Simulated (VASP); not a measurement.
# Sr2ZnHO6 (Fm-3m) in VASP: notebook

The runs below take Sr2ZnHO6 through single point, relaxation of cell and atoms, with LDA.

Everything below comes from runs of VASP 6.6.1. Logs are shortened: lines on timing, memory, paths and dates and some standing lists are left out, and cuts for length are marked.

## (1) The cell of the first run

Symmetry: Fm-3m, No. 225, cubic system. The conventional cell has a = 7.413 Å, b = 7.413 Å, c = 7.413 Å, α = 90.00°, β = 90.00°, γ = 90.00°. Within 2.5 Å of Zn (site symmetry m-3m) lie 6 O at 1.91 Å. Within 2.4 Å of H (site symmetry m-3m) lie 6 O at 1.79 Å. O (site symmetry 4mm) has 1 H at 1.79 Å and 1 Zn at 1.91 Å within 2.4 Å. Sr (site symmetry -43m) has 12 O at 2.62 Å and 4 Zn at 3.21 Å and 4 H at 3.21 Å within 3.5 Å.

## (2) Single point, LDA

INCAR

```
  PREC = Accurate
  ENCUT = 520
  EDIFF = 1E-6
  ISMEAR = -1
  SIGMA = 0.1
  LREAL = F
  LASPH = T
  NELM = 60
  ALGO = Normal
  ISIF = 2
  LWAVE = F
  LCHARG = F
  NBANDS = 46
```

KPOINTS

```
regular mesh
0
Gamma
  8 8 8
```

POSCAR

```
Sr2ZnHO6
1.0
    0.0000000000      3.7066024184      3.7066024184
    3.7066024184      0.0000000000      3.7066024184
    3.7066024184      3.7066024184      0.0000000000
Zn H O Sr
1 1 6 2
Direct
    0.5000000000      0.5000000000      0.5000000000
    0.0000000000      0.0000000000      0.0000000000
    0.7579161724      0.2420838276      0.2420838276
    0.2420838276      0.7579161724      0.2420838276
    0.2420838276      0.7579161724      0.7579161724
    0.7579161724      0.2420838276      0.7579161724
    0.2420838276      0.2420838276      0.7579161724
    0.7579161724      0.7579161724      0.2420838276
    0.2500000000      0.2500000000      0.2500000000
    0.7500000000      0.7500000000      0.7500000000
```

Potentials or basis: VASP PAW LDA potentials, release 64 (Zn, H, O, Sr_sv).

Started as:

```
$ cat potpaw_LDA.64/Zn/POTCAR potpaw_LDA.64/H/POTCAR potpaw_LDA.64/O/POTCAR potpaw_LDA.64/Sr_sv/POTCAR > POTCAR
$ mpirun -np 1 vasp_std > vasp.out
```

OUTCAR:

```text
PREC = Accurate
   ENCUT = 520
   EDIFF = 1E-6
   ISMEAR = -1
   LREAL = F
   LASPH = T
   NELM = 60
   ISIF = 2

 ion  position               nearest neighbor table
   1  0.500  0.500  0.500-   3 1.91   4 1.91   5 1.91   6 1.91   7 1.91   8 1.91   9 3.21   9 3.21
                            10 3.21  10 3.21   9 3.21   9 3.21  10 3.21  10 3.21
   2  0.000  0.000  0.000-
   3  0.758  0.242  0.242-   1 1.91  10 2.62  10 2.62   9 2.62   9 2.62
   4  0.242  0.758  0.242-   1 1.91  10 2.62  10 2.62   9 2.62   9 2.62
   5  0.242  0.758  0.758-   1 1.91  10 2.62  10 2.62   9 2.62   9 2.62
   6  0.758  0.242  0.758-   1 1.91  10 2.62  10 2.62   9 2.62   9 2.62
   7  0.242  0.242  0.758-   1 1.91  10 2.62  10 2.62   9 2.62   9 2.62
   8  0.758  0.758  0.242-   1 1.91  10 2.62  10 2.62   9 2.62   9 2.62
   9  0.250  0.250  0.250-   3 2.62   6 2.62   8 2.62   4 2.62   5 2.62   8 2.62   5 2.62   6 2.62
                             7 2.62   3 2.62   4 2.62   7 2.62   1 3.21   1 3.21   1 3.21   1 3.21
  10  0.750  0.750  0.750-   5 2.62   6 2.62   8 2.62   3 2.62   4 2.62   8 2.62   3 2.62   6 2.62
                             7 2.62   4 2.62   5 2.62   7 2.62   1 3.21   1 3.21   1 3.21   1 3.21

  LATTYP: Found a face centered cubic cell.
 ALAT       =     7.4132048368

  Lattice vectors:

 A1 = (   0.0000000000,   3.7066024184,   3.7066024184)
 A2 = (   3.7066024184,   0.0000000000,   3.7066024184)
 A3 = (   3.7066024184,   3.7066024184,   0.0000000000)

Analysis of symmetry for initial positions (statically):
=====================================================================
 Subroutine PRICEL returns:
 Original cell was already a primitive cell.

 Routine SETGRP: Setting up the symmetry group for a
 face centered cubic supercell.

 Subroutine GETGRP returns: Found 48 space group operations
 (whereof 48 operations were pure point group operations)
 out of a pool of 48 trial point group operations.

The static configuration has the point symmetry O_h .

Analysis of symmetry for dynamics (positions and initial velocities):
=====================================================================
 Subroutine PRICEL returns:
 Original cell was already a primitive cell.

 Routine SETGRP: Setting up the symmetry group for a
 face centered cubic supercell.

 Subroutine GETGRP returns: Found 48 space group operations
 (whereof 48 operations were pure point group operations)
 out of a pool of 48 trial point group operations.

The dynamic configuration has the point symmetry O_h .

 Subroutine INISYM returns: Found 48 space group operations
 (whereof 48 operations are pure point group operations),
 and found     1 'primitive' translations

----------------------------------------------------------------------------------------

                                     Primitive cell

  volume of cell :     101.8493

  direct lattice vectors                    reciprocal lattice vectors
     0.000000000  3.706602418  3.706602418    -0.134894424  0.134894424  0.134894424
     3.706602418  0.000000000  3.706602418     0.134894424 -0.134894424  0.134894424
     3.706602418  3.706602418  0.000000000     0.134894424  0.134894424 -0.134894424

  length of vectors
     5.241927410  5.241927410  5.241927410     0.233643997  0.233643997  0.233643997

  position of ions in fractional coordinates (direct lattice)
     0.500000000  0.500000000  0.500000000
     0.000000000  0.000000000  0.000000000
     0.757916172  0.242083828  0.242083828
     0.242083828  0.757916172  0.242083828
     0.242083828  0.757916172  0.757916172
     0.757916172  0.242083828  0.757916172
     0.242083828  0.242083828  0.757916172
     0.757916172  0.757916172  0.242083828
     0.250000000  0.250000000  0.250000000
     0.750000000  0.750000000  0.750000000

  ion indices of the primitive-cell ions
   primitive index   ion index
                 1           1
                 2           2
                 3           3
                 4           4
                 5           5
                 6           6
                 7           7
                 8           8
                 9           9
                10          10

----------------------------------------------------------------------------------------

 KPOINTS: regular mesh

Automatic generation of k-mesh.
 Grid dimensions read from file:
 generate k-points for:    8    8    8

 Generating k-lattice:

  Cartesian coordinates                     Fractional coordinates (reciprocal lattice)
    -0.016861803  0.016861803  0.016861803     0.125000000  0.000000000  0.000000000
     0.016861803 -0.016861803  0.016861803     0.000000000  0.125000000  0.000000000
     0.016861803  0.016861803 -0.016861803     0.000000000  0.000000000  0.125000000

  Length of vectors
     0.029205500  0.029205500  0.029205500

  Shift w.r.t. Gamma in fractional coordinates (k-lattice)
     0.000000000  0.000000000  0.000000000

 Subroutine IBZKPT returns following result:
 ===========================================

 Found     29 irreducible k-points:

 Following reciprocal coordinates:
            Coordinates               Weight
  0.000000  0.000000  0.000000      1.000000
  0.125000  0.000000  0.000000      8.000000
  0.250000  0.000000  0.000000      8.000000
  0.375000  0.000000  0.000000      8.000000
  0.500000  0.000000  0.000000      4.000000
  0.125000  0.125000  0.000000      6.000000
[... 16 lines left out ...]
  0.500000  0.250000  0.125000     48.000000
 -0.375000  0.250000  0.125000     24.000000
 [... further k-points ...]
   k-points           NKPTS =     29   k-points in BZ     NKDIM =     29   number of bands    NBANDS=     46
   number of dos      NEDOS =    301   number of ions     NIONS =     10
   total plane-waves  NPLWV =  64000
   dimension x,y,z NGX =    40 NGY =   40 NGZ =   40
   dimension x,y,z NGXF=    80 NGYF=   80 NGZF=   80
   ions per type =               1   1   6   2
   NGX,Y,Z   is equivalent  to a cutoff of  12.69, 12.69, 12.69 a.u.
   NGXF,Y,Z  is equivalent  to a cutoff of  25.37, 25.37, 25.37 a.u.
 SYSTEM =  unknown system
   PREC   = accura    normal or accurate (medium, high low for compatibility)
   ISTART =      0    job   : 0-new  1-cont  2-samecut
   ICHARG =      2    charge: 1-file 2-atom 10-const
   ISPIN  =      1    spin polarized calculation?
   LNONCOLLINEAR =      F non collinear calculations
   LSORBIT =      F    spin-orbit coupling
   LASPH  =      T    aspherical Exc in radial PAW
   ENCUT  =  520.0 eV  38.22 Ry    6.18 a.u.   9.75  9.75  9.75*2*pi/ulx,y,z
   NELM   =     60;   NELMIN=  2; NELMDL= -5     # of ELM steps
   EDIFF  = 0.1E-05   stopping-criterion for ELM
   LREAL  =      F    real-space projection
   EDIFFG = 0.1E-04   stopping-criterion for IOM
   NSW    =      0    number of steps for IOM
   IBRION =     -1    ionic relax: 0-MD 1-quasi-New 2-CG
   NFREE  =      0    steps in history (QN), initial steepest desc. (CG)
   ISIF   =      2    stress and relaxation
   ISYM   =      2    0-nonsym 1-usesym 2-fastsym
   POTIM  = 0.5000    time-step for ionic-motion
   TEBEG  =    0.0;   TEEND  =   0.0 temperature during run
   PSTRESS=    0.0 pullay stress
   NELECT =      69.0000    total number of electrons
   NUPDOWN=      -1.0000    fix difference up-down
   EMIN   =  10.00;   EMAX   =-10.00  energy-range for DOS
   EFERMI =   0.00;   METHOD = LEGACY
   ISMEAR =    -1;   SIGMA  =   0.10  broadening in eV -4-tet -1-fermi 0-gaus
   EFERMI_NEDOS =   21; number of points for ismear=-14 and -15
   IALGO  =     38    algorithm
   IMIX   =      4    mixing-type and parameters
     AMIX     =   0.40;   BMIX     =  1.00
     AMIX_MAG =   1.60;   BMIX_MAG =  1.00
  volume/ion in A,a.u.               =      10.18        68.73
  Fermi-wavevector in a.u.,A,eV,Ry     =   1.437822  2.717090 28.127770  2.067333
  Thomas-Fermi vector in A             =   2.556857
   LORBIT       =      0    0 simple, 1 ext, 2 COOP (PROOUT), +10 PAW based schemes
   GGA     = CA    functional components
   LHFCALC =     F    Hartree Fock is set to
   AEXX    =    0.0000 exact exchange contribution
   IVDW    =     0    specifies the selected vdW correction
   LEPSILON=     F    determine dielectric tensor
   LRPA    =     F    only Hartree local field effects (RPA)
 non-spin polarized calculation
  energy-cutoff  :      520.00
  volume of cell :      101.85
 maximum number of plane-waves:      2764
   NGX = 19   NGY = 19   NGZ = 19

 number of electron      68.9999983 magnetization

 Free energy of the ion-electron system (eV)
  ---------------------------------------------------
  ext. energy  EPLUGINS =         0.00000000
  ---------------------------------------------------
  free energy    TOTEN  =       -53.82394947 eV

  energy without entropy =      -53.52986290  energy(sigma->0) =      -53.67690618

 E-fermi :   2.0240     XC(G=0): -12.0360

 val. band max:        2.0239050677   @ k =   0.5000   0.2500   0.0000
 cond. band min:       2.0273313411   @ k =   0.2500   0.1250   0.0000
 fundamental gap:      0.0034262734
 Fermi energy:         2.0239930659

 k-point     1 :       0.0000    0.0000    0.0000
  band No.  band energies     occupation
      1     -29.2959      2.00000
      2     -29.1547      2.00000
      3     -15.8455      2.00000
      4     -14.2065      2.00000
      5     -14.2065      2.00000
      6     -14.2065      2.00000
[... 38 lines left out ...]
     45      11.0513      0.00000
     46      11.0513      0.00000

 k-point     2 :       0.1250    0.0000    0.0000
  band No.  band energies     occupation
      1     -29.2897      2.00000
      2     -29.1593      2.00000
      3     -15.8409      2.00000
      4     -14.3878      2.00000
      5     -14.2145      2.00000
      6     -14.2145      2.00000
[... 38 lines left out ...]
     45      11.2114      0.00000
     46      11.2321      0.00000

 k-point     3 :       0.2500    0.0000    0.0000
  band No.  band energies     occupation
      1     -29.2724      2.00000
      2     -29.1727      2.00000
      3     -15.8080      2.00000
      4     -14.7784      2.00000
      5     -14.2255      2.00000
      6     -14.2255      2.00000
[... 38 lines left out ...]
     45      11.6392      0.00000
     46      11.6393      0.00000

 k-point     4 :       0.3750    0.0000    0.0000
  band No.  band energies     occupation
      1     -29.2476      2.00000
      2     -29.1936      2.00000
      3     -15.7055      2.00000
      4     -15.1797      2.00000
      5     -14.2175      2.00000
      6     -14.2175      2.00000
[... 920 lines left out ...]
     45      11.6621      0.00000
     46      12.0589      0.00000

 k-point    23 :       0.5000    0.2500    0.1250
  band No.  band energies     occupation
      1     -29.2410      2.00000
      2     -29.1977      2.00000
      3     -15.7168      2.00000
      4     -15.2173      2.00000
      5     -14.5150      2.00000
      6     -14.2969      2.00000
[... 38 lines left out ...]
     45      11.9964      0.00000
     46      12.1955      0.00000

 k-point    24 :      -0.3750    0.2500    0.1250
  band No.  band energies     occupation
      1     -29.2187      2.00000
      2     -29.2186      2.00000
      3     -15.5219      2.00000
      4     -15.5184      2.00000
      5     -14.4366      2.00000
      6     -14.4304      2.00000
[... 38 lines left out ...]
     45      12.4405      0.00000
     46      12.4598      0.00000

 [... further k-points ...]
[... 5 lines left out ...]
  --------------------------------------------------------------------------------------
  -------------------------------------------------------------------------------------
  Total        0.8431497      0.8431497      0.8431497     -0.0000000     -0.0000000      0.0000000
  in kB       13.2634725     13.2634725     13.2634725     -0.0000000     -0.0000000      0.0000000
  external PRESSURE =      13.2634725 kB  Pullay stress =       0.0000000 kB

 VOLUME and BASIS-vectors are now :
 -----------------------------------------------------------------------------
  energy-cutoff  :      520.00
  volume of cell :      101.85
      direct lattice vectors                 reciprocal lattice vectors
     0.000000000  3.706602418  3.706602418    -0.134894424  0.134894424  0.134894424
     3.706602418  0.000000000  3.706602418     0.134894424 -0.134894424  0.134894424
     3.706602418  3.706602418  0.000000000     0.134894424  0.134894424 -0.134894424

 POSITION                                       TOTAL-FORCE (eV/Angst)
 -----------------------------------------------------------------------------------
      3.70660      3.70660      3.70660        -0.000000      0.000000     -0.000000
      0.00000      0.00000      0.00000        -0.000000      0.000000     -0.000000
      1.79462      3.70660      3.70660        -0.142706      0.000000     -0.000000
      3.70660      1.79462      3.70660        -0.000000     -0.142706     -0.000000
      5.61859      3.70660      3.70660         0.142706      0.000000     -0.000000
      3.70660      5.61859      3.70660        -0.000000      0.142706     -0.000000
      3.70660      3.70660      1.79462        -0.000000      0.000000     -0.142706
      3.70660      3.70660      5.61859        -0.000000      0.000000      0.142706
      1.85330      1.85330      1.85330         0.000000      0.000000     -0.000000
      5.55990      5.55990      5.55990         0.000000      0.000000     -0.000000
 -----------------------------------------------------------------------------------
    total drift:                                0.000000      0.000000      0.000000

  FREE ENERGIE OF THE ION-ELECTRON SYSTEM (eV)
  ---------------------------------------------------
  free  energy   TOTEN  =       -53.8239494710 eV

  energy  without entropy=      -53.5298628975  energy(sigma->0) =      -53.67690618
```

Run time: 91 s. Hardware: 1 thread of Intel Xeon 6975P-C (Granite Rapids), shared host; peak memory 0.27 GiB.

What came out:

```
Free energy            : -53.8239 eV
Pressure               : 1.3 GPa
Largest force          : 0.143 eV/Å
Band gap on the k mesh : zero (an odd number of electrons rules out a gap without spin polarisation)
```

Forces on the atoms (eV/Å):
```
Zn   0.000  0.000  0.000
H    0.000  0.000  0.000
O   -0.143  0.000  0.000
O    0.000 -0.143  0.000
O    0.143  0.000  0.000
O    0.000  0.143  0.000
O    0.000  0.000 -0.143
O    0.000  0.000  0.143
Sr   0.000  0.000  0.000
Sr   0.000  0.000  0.000
```

Caveat: an odd number of electrons without spin polarisation forces a metal; a magnetic or distorted state may lie lower.

## (3) Relaxation of cell and atoms, LDA

This run uses another cell than the first one, of 12.26 Å³/atom.

INCAR

```
SYSTEM = Sr2ZnHO6
PREC     = Accurate       ! precision mode
ENCUT    = 600            ! plane-wave cutoff, eV
EDIFF    = 1E-6           ! SCF threshold, eV
ISMEAR   = -1             ! smearing method
SIGMA    = 0.1            ! smearing width, eV
LREAL    = .False.        ! projectors in reciprocal space
LASPH    = .True.         ! aspherical terms in the spheres
NELM     = 100            ! most SCF steps
ALGO     = Normal         ! electronic algorithm
ISIF     = 3              ! what is computed and relaxed
LWAVE    = .False.        ! write WAVECAR
LCHARG   = .False.        ! write CHGCAR
GGA      = CA             ! functional
IBRION   = 2              ! ionic algorithm
NSW      = 100            ! ionic steps
EDIFFG   = -0.01          ! ionic threshold
```

KPOINTS

```
regular mesh
0
Gamma
  8 8 8
  0 0 0
```

POSCAR

```
Sr2ZnHO6
1.0
    0.0000000000      3.9430030000      3.9430030000
    3.9430030000      0.0000000000      3.9430030000
    3.9430030000      3.9430030000      0.0000000000
Zn H O Sr
1 1 6 2
Direct
    0.5000000000      0.5000000000      0.5000000000
    0.0000000000      0.0000000000      0.0000000000
    0.7250000000      0.2750000000      0.2750000000
    0.2750000000      0.7250000000      0.2750000000
    0.2750000000      0.7250000000      0.7250000000
    0.7250000000      0.2750000000      0.7250000000
    0.2750000000      0.2750000000      0.7250000000
    0.7250000000      0.7250000000      0.2750000000
    0.2500000000      0.2500000000      0.2500000000
    0.7500000000      0.7500000000      0.7500000000
```

Potentials or basis: VASP PAW LDA potentials, release 64 (Zn, H, O, Sr_sv).

Started as:

```
$ cat potpaw_LDA.64/Zn/POTCAR potpaw_LDA.64/H/POTCAR potpaw_LDA.64/O/POTCAR potpaw_LDA.64/Sr_sv/POTCAR > POTCAR
$ mpirun -np 1 vasp_std > vasp.out
```

Run time: 15 min. Hardware: 1 thread of Intel Xeon 6975P-C (Granite Rapids), shared host; peak memory 0.41 GiB.

Results (log left out):

| Item | Value |
| --- | --- |
| Free energy | -53.8863 eV |
| Relaxed volume | 10.23 Å³/atom |
| Relaxed cell | a = 5.250 Å, b = 5.250 Å, c = 5.250 Å, α = 60.00°, β = 60.00°, γ = 60.00° |
| Space group after relaxing (to 0.1 Å) | Fm-3m (No. 225) |
| Energy gained by relaxing | 266.1 meV/atom |
| Ionic steps | 9 |
| Pressure after relaxing | 0.1 GPa |
| Largest force after relaxing | 0.009 eV/Å |
| Band gap on the k mesh | zero (an odd number of electrons rules out a gap without spin polarisation) |

Forces on the atoms (eV/Å):
```
Zn   0.000  0.000  0.000
H    0.000  0.000  0.000
O   -0.009  0.000  0.000
O    0.000 -0.009  0.000
O    0.009  0.000  0.000
O    0.000  0.009  0.000
O    0.000  0.000 -0.009
O    0.000  0.000  0.009
Sr   0.000  0.000  0.000
Sr   0.000  0.000  0.000
```

The path:
| step | energy change (eV) | largest force (eV/Å) | pressure (GPa) | volume (Å³) |
| --- | --- | --- | --- | --- |
| 1 | 0.0000 | 3.0090 | -1.84 | 122.61 |
| 2 | -1.6049 | 0.7013 | -11.39 | 120.13 |
| 3 | -1.8255 | 0.0840 | -13.46 | 119.09 |
| 4 | -2.6385 | 0.1340 | 2.62 | 100.31 |
| 5 | -2.6597 | 0.0660 | -0.10 | 102.51 |
| 6 | -2.6593 | 0.0573 | -0.65 | 102.83 |
| 7 | -2.6598 | 0.0301 | -0.41 | 102.81 |
| 8 | -2.6600 | 0.0012 | -0.51 | 102.82 |
| 9 | -2.6606 | 0.0093 | 0.15 | 102.34 |

Final structure:
```
CELL_PARAMETERS angstrom
0.00000 3.71259 3.71259
3.71259 0.00000 3.71259
3.71259 3.71259 0.00000
ATOMIC_POSITIONS crystal
Zn 0.50000 0.50000 0.50000
H 0.00000 0.00000 0.00000
O 0.75887 0.24113 0.24113
O 0.24113 0.75887 0.24113
O 0.24113 0.75887 0.75887
O 0.75887 0.24113 0.75887
O 0.24113 0.24113 0.75887
O 0.75887 0.75887 0.24113
Sr 0.25000 0.25000 0.25000
Sr 0.75000 0.75000 0.75000
```

Levels at points of the mesh, in eV from the Fermi level:
```
           k point  band 31  band 32  band 33  band 34  band 35  band 36  band 37  band 38  band 39  band 40
(0.00, 0.00, 0.00)     0.13     0.13     0.39     0.39     0.39     0.73     0.73     3.90     6.19     6.19
(0.50, 0.00, 0.00)    -1.47    -0.35    -0.23    -0.04    -0.04     0.50     0.50     5.59     8.47     8.47
(0.50, 0.50, 0.00)    -1.19    -0.85    -0.85    -0.53    -0.53     0.28     0.71     6.22     8.37     8.78
```

Caveat: the volume moved by over 15 % at a fixed basis, so the end points are rough; an odd number of electrons without spin polarisation forces a metal; a magnetic or distorted state may lie lower.
